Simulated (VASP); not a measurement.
AsIr, 4 atoms in the cell. It takes space group P4_2/mmc (No. 131, tetragonal). Conventional cell: a = 2.889 Å, b = 2.889 Å, c = 7.742 Å, α = 90.00°, β = 90.00°, γ = 90.00°. Within 3.2 Å of Ir (site symmetry mmm) lie 4 As at 2.42 Å and 4 Ir at 2.89 Å. Within 3.2 Å of As (site symmetry -4m2) lie 4 Ir at 2.42 Å and 4 As at 2.89 Å.  This cell differs from its parent crystal: volume scaled by 0.980.

```yaml
Program: VASP 6.6.1
Task: single point
Functional: PBEsol
Potentials_or_basis: VASP PAW PBE potentials, release 64 (Ir, As)
Cutoff: 520 eV
k_mesh: 8 × 8 × 8
Occupations: gaussian, width 0.05 eV
Spin: no spin polarisation
Dipole_correction: no
Further_INCAR_settings: ALGO = Normal; EDIFF = 1e-07; NBANDS = 22
```

Potentials or basis: VASP PAW PBE potentials, release 64 (Ir, As).

Launch:

```bash
$ cat potpaw_PBE.64/Ir/POTCAR potpaw_PBE.64/As/POTCAR > POTCAR
$ mpirun -np 1 vasp_std > vasp.out
```

Hardware: 1 thread of Intel(R) Xeon(R) Platinum 8259CL CPU @ 2.50GHz (Skylake/Cascade Lake), with other jobs on the host.

Question: Estimate the wall time of this run.

Answer: It took 92 s on 1 thread of Intel(R) Xeon(R) Platinum 8259CL CPU @ 2.50GHz (Skylake/Cascade Lake) (shared host), peak memory 0.25 GiB. Counts: scf iterations 14, k points 75.
